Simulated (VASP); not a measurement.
# La (P6_3/mmc) in VASP: further runs

Aim: see how the results for La move with the level of theory and the settings. Levels: PBE, PBEsol, revPBE. Tasks: single point.

Everything below comes from runs of VASP 6.6.1. Logs are shortened: lines on timing, memory, paths and dates and some standing lists are left out, and cuts for length are marked.

### Step 1. The cell of the first run

Symmetry: P6_3/mmc, No. 194, hexagonal system. Conventional cell: a = 3.750 Å, b = 3.750 Å, c = 6.070 Å, α = 90.00°, β = 90.00°, γ = 120.00°. La (site symmetry -6m2) has 12 La at 3.73 to 3.75 Å within 4.9 Å.

### Step 2. Single point, PBE

INCAR reads:

```
SYSTEM = La
PREC = Accurate
ENCUT = 520
EDIFF = 1E-6
ISMEAR = -1
SIGMA = 0.05
LREAL = .FALSE.
LASPH = .TRUE.
NELM = 60
ALGO = Fast
ISIF = 2
LWAVE = .FALSE.
LCHARG = .FALSE.
GGA = PE
NBANDS = 18
```

KPOINTS reads:

```
regular mesh
0
G
  7 7 4
  0 0 0
```

POSCAR reads:

```
La
1.0
    3.7500000000      0.0000000000      0.0000000000
   -1.8750000000      3.2475952642      0.0000000000
    0.0000000000      0.0000000000      6.0700000000
La
2
Direct
    0.6666666667      0.3333333333      0.7500000000
    0.3333333333      0.6666666667      0.2500000000
```

Potentials or basis: VASP PAW PBE potentials, release 64 (La).

Launch:

```console
> cat potpaw_PBE.64/La/POTCAR > POTCAR
> mpirun -np 1 vasp_std > vasp.out
```

OUTCAR:

```text
SYSTEM = La
   PREC = Accurate
   ENCUT = 520
   EDIFF = 1E-6
   ISMEAR = -1
   LREAL = .FALSE.
   LASPH = .TRUE.
   NELM = 60
   ISIF = 2
   GGA = PE

 ion  position               nearest neighbor table
   1  0.667  0.333  0.750-
   2  0.333  0.667  0.250-

  LATTYP: Found a hexagonal cell.
 ALAT       =     3.7500000000
 C/A-ratio  =     1.6186666667

  Lattice vectors:

 A1 = (   3.7500000000,   0.0000000000,   0.0000000000)
 A2 = (  -1.8750000000,   3.2475952642,   0.0000000000)
 A3 = (   0.0000000000,   0.0000000000,   6.0700000000)

Analysis of symmetry for initial positions (statically):
=====================================================================
 Subroutine PRICEL returns:
 Original cell was already a primitive cell.

 Routine SETGRP: Setting up the symmetry group for a
 hexagonal supercell.

 Subroutine GETGRP returns: Found 24 space group operations
 (whereof 12 operations were pure point group operations)
 out of a pool of 24 trial point group operations.

The static configuration has the point symmetry D_3d.
 The point group associated with its full space group is D_6h.

Analysis of symmetry for dynamics (positions and initial velocities):
=====================================================================
 Subroutine PRICEL returns:
 Original cell was already a primitive cell.

 Routine SETGRP: Setting up the symmetry group for a
 hexagonal supercell.

 Subroutine GETGRP returns: Found 24 space group operations
 (whereof 12 operations were pure point group operations)
 out of a pool of 24 trial point group operations.

The dynamic configuration has the point symmetry D_3d.
 The point group associated with its full space group is D_6h.

 Subroutine INISYM returns: Found 24 space group operations
 (whereof 12 operations are pure point group operations),
 and found     1 'primitive' translations

----------------------------------------------------------------------------------------

                                     Primitive cell

  volume of cell :      73.9234

  direct lattice vectors                    reciprocal lattice vectors
     3.750000000  0.000000000  0.000000000     0.266666667  0.153960072  0.000000000
    -1.875000000  3.247595264  0.000000000     0.000000000  0.307920144  0.000000000
     0.000000000  0.000000000  6.070000000     0.000000000  0.000000000  0.164744646

  length of vectors
     3.750000000  3.750000000  6.070000000     0.307920144  0.307920144  0.164744646

  position of ions in fractional coordinates (direct lattice)
     0.666666667  0.333333333  0.750000000
     0.333333333  0.666666667  0.250000000

  ion indices of the primitive-cell ions
   primitive index   ion index
                 1           1
                 2           2

----------------------------------------------------------------------------------------

 KPOINTS: regular mesh

Automatic generation of k-mesh.
 Grid dimensions read from file:
 generate k-points for:    7    7    4

 Generating k-lattice:

  Cartesian coordinates                     Fractional coordinates (reciprocal lattice)
     0.038095238  0.021994296  0.000000000     0.142857143  0.000000000  0.000000000
     0.000000000  0.043988592  0.000000000     0.000000000  0.142857143  0.000000000
     0.000000000  0.000000000  0.041186161     0.000000000  0.000000000  0.250000000

  Length of vectors
     0.043988592  0.043988592  0.041186161

  Shift w.r.t. Gamma in fractional coordinates (k-lattice)
     0.000000000  0.000000000  0.000000000

 Subroutine IBZKPT returns following result:
 ===========================================

 Found     24 irreducible k-points:

 Following reciprocal coordinates:
            Coordinates               Weight
  0.000000  0.000000  0.000000      1.000000
  0.142857  0.000000  0.000000      6.000000
  0.285714  0.000000  0.000000      6.000000
  0.428571  0.000000  0.000000      6.000000
  0.142857  0.142857  0.000000      6.000000
  0.285714  0.142857  0.000000     12.000000
[... 16 lines left out ...]
  0.428571  0.142857  0.500000      6.000000
  0.285714  0.285714  0.500000      6.000000
   k-points           NKPTS =     24   k-points in BZ     NKDIM =     24   number of bands    NBANDS=     18
   number of dos      NEDOS =    301   number of ions     NIONS =      2
   total plane-waves  NPLWV =  37632
   dimension x,y,z NGX =    28 NGY =   28 NGZ =   48
   dimension x,y,z NGXF=    56 NGYF=   56 NGZF=   96
   ions per type =               2
   NGX,Y,Z   is equivalent  to a cutoff of  12.41, 12.41, 13.15 a.u.
   NGXF,Y,Z  is equivalent  to a cutoff of  24.83, 24.83, 26.29 a.u.
 SYSTEM =  La
   PREC   = accura    normal or accurate (medium, high low for compatibility)
   ISTART =      0    job   : 0-new  1-cont  2-samecut
   ICHARG =      2    charge: 1-file 2-atom 10-const
   ISPIN  =      1    spin polarized calculation?
   LNONCOLLINEAR =      F non collinear calculations
   LSORBIT =      F    spin-orbit coupling
   LASPH  =      T    aspherical Exc in radial PAW
   ENCUT  =  520.0 eV  38.22 Ry    6.18 a.u.   6.97  6.97 11.29*2*pi/ulx,y,z
   NELM   =     60;   NELMIN=  2; NELMDL= -5     # of ELM steps
   EDIFF  = 0.1E-05   stopping-criterion for ELM
   LREAL  =      F    real-space projection
   EDIFFG = 0.1E-04   stopping-criterion for IOM
   NSW    =      0    number of steps for IOM
   IBRION =     -1    ionic relax: 0-MD 1-quasi-New 2-CG
   NFREE  =      0    steps in history (QN), initial steepest desc. (CG)
   ISIF   =      2    stress and relaxation
   ISYM   =      2    0-nonsym 1-usesym 2-fastsym
   POTIM  = 0.5000    time-step for ionic-motion
   TEBEG  =    0.0;   TEEND  =   0.0 temperature during run
   PSTRESS=    0.0 pullay stress
   NELECT =      22.0000    total number of electrons
   NUPDOWN=      -1.0000    fix difference up-down
   EMIN   =  10.00;   EMAX   =-10.00  energy-range for DOS
   EFERMI =   0.00;   METHOD = LEGACY
   ISMEAR =    -1;   SIGMA  =   0.05  broadening in eV -4-tet -1-fermi 0-gaus
   EFERMI_NEDOS =   21; number of points for ismear=-14 and -15
   IALGO  =     68    algorithm
   IMIX   =      4    mixing-type and parameters
     AMIX     =   0.40;   BMIX     =  1.00
     AMIX_MAG =   1.60;   BMIX_MAG =  1.00
  volume/ion in A,a.u.               =      36.96       249.43
  Fermi-wavevector in a.u.,A,eV,Ry     =   1.093004  2.065478 16.254307  1.194658
  Thomas-Fermi vector in A             =   2.229281
   LORBIT       =      0    0 simple, 1 ext, 2 COOP (PROOUT), +10 PAW based schemes
   GGA     = PE    functional components
   LHFCALC =     F    Hartree Fock is set to
   AEXX    =    0.0000 exact exchange contribution
   IVDW    =     0    specifies the selected vdW correction
   LEPSILON=     F    determine dielectric tensor
   LRPA    =     F    only Hartree local field effects (RPA)
 non-spin polarized calculation
 RMM-DIIS sequential band-by-band and
  energy-cutoff  :      520.00
  volume of cell :       73.92
 maximum number of plane-waves:      2008
 NGX is ok and might be reduce to    28
   NGX = 13   NGY = 13   NGZ = 23

 number of electron      21.9999997 magnetization

 Free energy of the ion-electron system (eV)
  ---------------------------------------------------
  ext. energy  EPLUGINS =         0.00000000
  ---------------------------------------------------
  free energy    TOTEN  =        -9.69591336 eV

  energy without entropy =       -9.64536183  energy(sigma->0) =       -9.67063759

 E-fermi :   7.8724     XC(G=0):  -9.5803

 val. band max:        7.8627060663   @ k =   0.2857   0.2857   0.2500
 cond. band min:       7.8784947773   @ k =   0.2857   0.2857   0.5000
 fundamental gap:      0.0157887110
 Fermi energy:         7.8724370624

 k-point     1 :       0.0000    0.0000    0.0000
  band No.  band energies     occupation
      1     -24.9456      2.00000
      2     -24.7395      2.00000
      3      -9.3346      2.00000
      4      -8.1327      2.00000
      5      -8.1327      2.00000
      6      -7.9460      2.00000
[... 10 lines left out ...]
     17       9.6366      0.00000
     18       9.7097      0.00000

 k-point     2 :       0.1429    0.0000    0.0000
  band No.  band energies     occupation
      1     -24.9132      2.00000
      2     -24.7245      2.00000
      3      -9.2496      2.00000
      4      -8.3471      2.00000
      5      -8.1986      2.00000
      6      -8.1633      2.00000
[... 10 lines left out ...]
     17       9.6213      0.00000
     18       9.7946      0.00000

 k-point     3 :       0.2857    0.0000    0.0000
  band No.  band energies     occupation
      1     -24.8352      2.00000
      2     -24.6946      2.00000
      3      -9.0260      2.00000
      4      -8.8090      2.00000
      5      -8.6050      2.00000
      6      -8.3338      2.00000
[... 10 lines left out ...]
     17       9.7729      0.00000
     18       9.9623      0.00000

 k-point     4 :       0.4286    0.0000    0.0000
  band No.  band energies     occupation
      1     -24.7613      2.00000
      2     -24.6805      2.00000
      3      -9.1590      2.00000
      4      -8.9258      2.00000
      5      -8.7717      2.00000
      6      -8.4340      2.00000
[... 375 lines left out ...]
      4      -9.0927      2.00000
      5      -8.4322      2.00000
      6      -8.4322      2.00000
[... 10 lines left out ...]
     17       9.8363      0.00000
     18       9.8492      0.00000

 k-point    23 :       0.4286    0.1429    0.5000
  band No.  band energies     occupation
      1     -24.7085      2.00000
      2     -24.7085      2.00000
      3      -9.2110      2.00000
      4      -9.2110      2.00000
      5      -8.4968      2.00000
      6      -8.4968      2.00000
[... 10 lines left out ...]
     17       9.7584      0.00000
     18       9.8727      0.00000

 k-point    24 :       0.2857    0.2857    0.5000
  band No.  band energies     occupation
      1     -24.7030      2.00000
      2     -24.7030      2.00000
      3      -9.0982      2.00000
      4      -9.0982      2.00000
      5      -8.6961      2.00000
      6      -8.6961      2.00000
[... 10 lines left out ...]
     17       9.7389      0.00000
     18       9.9817      0.00000

------------------------ aborting loop because EDIFF is reached ----------------------------------------

  FORCE on cell =-STRESS in cart. coord.  units (eV):
  Direction    XX          YY          ZZ          XY          YZ          ZX
  --------------------------------------------------------------------------------------
  -------------------------------------------------------------------------------------
  Total        0.2014422      0.2014422      0.6293003      0.0000000      0.0000000      0.0000000
  in kB        4.3659546      4.3659546     13.6391289      0.0000000      0.0000000      0.0000000
  external PRESSURE =       7.4570127 kB  Pullay stress =       0.0000000 kB

 VOLUME and BASIS-vectors are now :
 -----------------------------------------------------------------------------
  energy-cutoff  :      520.00
  volume of cell :       73.92
      direct lattice vectors                 reciprocal lattice vectors
     3.750000000  0.000000000  0.000000000     0.266666667  0.153960072  0.000000000
    -1.875000000  3.247595264  0.000000000     0.000000000  0.307920144  0.000000000
     0.000000000  0.000000000  6.070000000     0.000000000  0.000000000  0.164744646

 POSITION                                       TOTAL-FORCE (eV/Angst)
 -----------------------------------------------------------------------------------
      1.87500      1.08253      4.55250        -0.000000      0.000000      0.000000
     -0.00000      2.16506      1.51750         0.000000     -0.000000      0.000000
 -----------------------------------------------------------------------------------
    total drift:                                0.000000     -0.000000      0.000000

  FREE ENERGIE OF THE ION-ELECTRON SYSTEM (eV)
  ---------------------------------------------------
  free  energy   TOTEN  =        -9.6959133584 eV

  energy  without entropy=       -9.6453618278  energy(sigma->0) =       -9.67063759
```

Run time: 54 s. Hardware: 1 thread of Intel Xeon Platinum 8375C at 2.90GHz (Ice Lake), shared host; peak memory 0.2 GiB.

Results:

```yaml
Free_energy: -9.6959 eV
Pressure: 0.7 GPa
Band_gap_on_the_k_mesh: zero (band 11 reaches 9.01 eV, above the bottom of band 12 at 7.57 eV)
```

Stress tensor (GPa, compression positive):
```
0.44 0.00 0.00
0.00 0.44 0.00
0.00 0.00 1.36
```

Caveat: spin-orbit coupling is left out, which moves the levels of the heavy elements.

### Step 3. Single point, PBE

This run uses another cell than the first one, of 37.33 Å³/atom, 1.010 times its volume.

INCAR reads:

```
SYSTEM = La
PREC = Accurate
ENCUT = 520
EDIFF = 1E-6
ISMEAR = -1
SIGMA = 0.05
LREAL = .False.
LASPH = .True.
NELM = 100
ALGO = Normal
ISIF = 2
LWAVE = .False.
LCHARG = .False.
GGA = PE
NBANDS = 18
```

KPOINTS reads:

```
Automatic mesh
0
Gamma
  7 7 4
  0 0 0
```

Changes to POSCAR since step 2:

```diff
@@ -4,3 +4,3 @@
    -1.8750000000      3.2475952642      0.0000000000
-    0.0000000000      0.0000000000      6.0700000000
+    0.0000000000      0.0000000000      6.1307000000
 La
```

Potentials or basis: VASP PAW PBE potentials, release 64 (La).

Launch:

```console
> cat potpaw_PBE.64/La/POTCAR > POTCAR
> mpirun -np 1 vasp_std > vasp.out
```

It took 38 s on 1 thread of Intel Xeon Platinum 8375C at 2.90GHz (Ice Lake), shared host; peak memory 0.2 GiB.

Results (log left out):

```
Free energy            : -9.7011 eV
Pressure               : 0.4 GPa
Band gap on the k mesh : zero (band 11 reaches 8.88 eV, above the bottom of band 12 at 7.46 eV)
```

Stress tensor (GPa, compression positive):
```
0.23 0.00 0.00
0.00 0.23 0.00
0.00 0.00 0.84
```

Levels at points of the mesh, in eV from the Fermi level:
```
           k point  band 7  band 8  band 9  band 10  band 11  band 12  band 13  band 14  band 15  band 16
(0.00, 0.00, 0.00)  -15.84  -15.83   -3.14    -1.70     1.11     1.38     1.38     1.58     1.64     1.71
(0.00, 0.00, 0.50)  -15.93  -15.93   -1.85    -1.85     0.61     0.61     1.44     1.44     1.44     1.44
```

Caveat: spin-orbit coupling is left out, which moves the levels of the heavy elements.

### Step 4. Single point, PBE

INCAR reads:

```
SYSTEM = La
PREC = Accurate
ENCUT = 520
EDIFF = 1E-6
ISMEAR = -1
SIGMA = 0.05
LREAL = .False.
LASPH = .True.
NELM = 80
ALGO = Normal
ISIF = 2
LWAVE = .False.
LCHARG = .True.
GGA = PE
LELF = .True.
LVHAR = .True.
NBANDS = 18
```

KPOINTS reads:

```
regular mesh
0
Gamma
  5 5 3
  0 0 0
```

Changes to POSCAR since step 3:

```diff
@@ -4,3 +4,3 @@
    -1.8750000000      3.2475952642      0.0000000000
-    0.0000000000      0.0000000000      6.1307000000
+    0.0000000000      0.0000000000      6.0700000000
 La
```

Launch:

```console
> cat potpaw_PBE.64/La/POTCAR > POTCAR
> mpirun -np 1 vasp_std > vasp.out
```

It took 38 s on 1 thread of Intel Xeon Platinum 8259CL at 2.50GHz (Skylake/Cascade Lake), shared host; peak memory 0.19 GiB.

It converged, with:

* Free energy: -9.7295 eV
* Pressure: 0.6 GPa
* Band gap on the k mesh: zero (band 11 reaches 9.01 eV, above the bottom of band 12 at 7.58 eV)

Stress tensor (GPa, compression positive):
```
 1.10  0.00  0.00
 0.00  1.10  0.00
 0.00  0.00 -0.34
```

Levels at points of the mesh, in eV from the Fermi level:
| k point | band 9 | band 10 | band 11 | band 12 | band 13 | band 14 |
| --- | --- | --- | --- | --- | --- | --- |
| (0.00, 0.00, 0.00) | -3.13 | -1.71 | 1.14 | 1.37 | 1.37 | 1.58 |

Caveat: the k points lie up to 0.39 Å⁻¹ apart; spin-orbit coupling is left out, which moves the levels of the heavy elements.

### Step 5. Single point, PBEsol

INCAR reads:

```
SYSTEM = La
PREC     = Accurate       ! precision mode
ENCUT    = 520            ! plane-wave cutoff, eV
EDIFF    = 1E-6           ! SCF threshold, eV
ISMEAR   = -1             ! smearing method
SIGMA    = 0.05           ! smearing width, eV
LREAL    = .False.        ! projectors in reciprocal space
LASPH    = .True.         ! aspherical terms in the spheres
NELM     = 80             ! most SCF steps
ALGO     = Fast           ! electronic algorithm
ISIF     = 2              ! what is computed and relaxed
LWAVE    = .False.        ! write WAVECAR
LCHARG   = .True.         ! write CHGCAR
GGA      = PS             ! functional
LELF     = .True.         ! ELF
LVHAR    = .True.       
NBANDS   = 18             ! bands
```

KPOINTS reads:

```
Automatic mesh
0
Gamma
  5 5 3
  0 0 0
```

POSCAR is that of step 4.

Launch:

```console
> cat potpaw_PBE.64/La/POTCAR > POTCAR
> mpirun -np 1 vasp_std > vasp.out
```

It took 94 s on 1 thread of Intel Xeon Platinum 8259CL at 2.50GHz (Skylake/Cascade Lake), shared host; peak memory 0.19 GiB.

It converged, with:

* Free energy: -10.6122 eV
* Pressure: -1.5 GPa
* Band gap on the k mesh: zero (band 11 reaches 8.87 eV, above the bottom of band 12 at 7.44 eV)

Stress tensor (GPa, compression positive):
```
-1.07  0.00  0.00
 0.00 -1.07  0.00
 0.00  0.00 -2.49
```

Levels at points of the mesh, in eV from the Fermi level:
```csv
k point,band 7,band 8,band 9,band 10,band 11,band 12,band 13,band 14,band 15,band 16
"(0.00, 0.00, 0.00)",-15.71,-15.69,-3.19,-1.74,1.15,1.38,1.38,1.63,1.71,1.74
```

Caveat: the k points lie up to 0.39 Å⁻¹ apart; the PAW data sets were made with another functional, which shifts forces and pressure a little; spin-orbit coupling is left out, which moves the levels of the heavy elements.

### Step 6. Single point, revPBE

INCAR reads:

```
SYSTEM = La
ALGO = Normal ; EDIFF = 1E-7
ENCUT = 520 ; GGA = RE
ISIF = 2 ; ISMEAR = -1
LASPH = .TRUE. ; LCHARG = .FALSE.
LREAL = .FALSE. ; LWAVE = .FALSE.
NBANDS = 18 ; NELM = 60
PREC = Accurate ; SIGMA = 0.05
```

KPOINTS reads:

```
k-points
0
G
  5 5 3
  0 0 0
```

POSCAR is that of step 5.

Potentials or basis: VASP PAW PBE potentials, release 64 (La).

Launch:

```console
> cat potpaw_PBE.64/La/POTCAR > POTCAR
> mpirun -np 1 vasp_std > vasp.out
```

It took 41 s on 1 thread of Intel Xeon Platinum 8259CL at 2.50GHz (Skylake/Cascade Lake), shared host; peak memory 0.18 GiB.

The run converged. Its results:

* Free energy: -9.1644 eV
* Pressure: 1.5 GPa
* Band gap on the k mesh: zero (band 11 reaches 9.08 eV, above the bottom of band 12 at 7.64 eV)

Stress tensor (GPa, compression positive):
```
2.04 0.00 0.00
0.00 2.04 0.00
0.00 0.00 0.57
```

Levels at points of the mesh, in eV from the Fermi level:
| k point | band 7 | band 8 | band 9 | band 10 | band 11 | band 12 | band 13 | band 14 | band 15 | band 16 |
| --- | --- | --- | --- | --- | --- | --- | --- | --- | --- | --- |
| (0.00, 0.00, 0.00) | -15.85 | -15.82 | -3.11 | -1.70 | 1.15 | 1.38 | 1.38 | 1.59 | 1.68 | 1.72 |

Caveat: the k points lie up to 0.39 Å⁻¹ apart; the PAW data sets were made with another functional, which shifts forces and pressure a little; spin-orbit coupling is left out, which moves the levels of the heavy elements.

### Step 7. Overview

```csv
level,cell,k mesh,gap on the mesh (eV),pressure (GPa)
PBE,"a = 3.750, b = 3.750, c = 6.070 Å, angles 90.0, 90.0, 120.0°, 2 atoms",7 × 7 × 4,none,0.7
PBE,"a = 3.750, b = 3.750, c = 6.131 Å, angles 90.0, 90.0, 120.0°, 2 atoms",7 × 7 × 4,none,0.4
PBE,"a = 3.750, b = 3.750, c = 6.070 Å, angles 90.0, 90.0, 120.0°, 2 atoms",5 × 5 × 3,none,0.6
PBEsol,"a = 3.750, b = 3.750, c = 6.070 Å, angles 90.0, 90.0, 120.0°, 2 atoms",5 × 5 × 3,none,-1.5
revPBE,"a = 3.750, b = 3.750, c = 6.070 Å, angles 90.0, 90.0, 120.0°, 2 atoms",5 × 5 × 3,none,1.5
```

Alike in all rows: task single point; potentials or basis VASP PAW PBE potentials, release 64 (La); no spin polarisation; cutoff (eV) 520; smearing fermi-dirac 0.05 eV.

Caveats: some runs use coarse meshes; spin-orbit coupling is left out, which moves the levels of the heavy elements; the PAW data sets were made with another functional, which shifts forces and pressure a little (some runs).

Total energies depend on the potentials used, so only differences within one code and one set of settings carry meaning.
